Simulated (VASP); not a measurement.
A run of VASP 6.6.1 is set up as follows.

Contents of INCAR:

```
SYSTEM = PbS
ALGO = Normal ; EDIFF = 1E-6
ENCUT = 500 ; GGA = PE
GGA_COMPAT = .FALSE. ; ISIF = 2
ISMEAR = 0 ; LASPH = .TRUE.
LCHARG = .TRUE. ; LELF = .TRUE.
LREAL = .FALSE. ; LVHAR = .TRUE.
LWAVE = .FALSE. ; NBANDS = 17
NELM = 120 ; PREC = Accurate
SIGMA = 0.03
```

Contents of KPOINTS:

```
k-points
0
G
  12 12 12
  0 0 0
```

File POSCAR:

```
PbS
1.0
    0.0000000000      2.8114921280      2.8114921280
    2.8114921280      0.0000000000      2.8114921280
    2.8114921280      2.8114921280      0.0000000000
Pb S
1 1
Direct
    0.0000000000      0.0000000000      0.0000000000
    0.5000000000      0.5000000000      0.5000000000
```

Potentials or basis: VASP PAW PBE potentials, release 64 (Pb_d, S).

The run is started by

```bash
$ cat potpaw_PBE.64/Pb_d/POTCAR potpaw_PBE.64/S/POTCAR > POTCAR
$ mpirun -np 1 vasp_std > vasp.out
```

Question: What does it give for the pressure?

Answer: 15.9 GPa.

Question: Estimate the band gap on the k mesh.

Answer: 0.38 eV, direct.

Caveat: spin-orbit coupling is left out, which moves the levels of the heavy elements. A k mesh can miss the band edges.
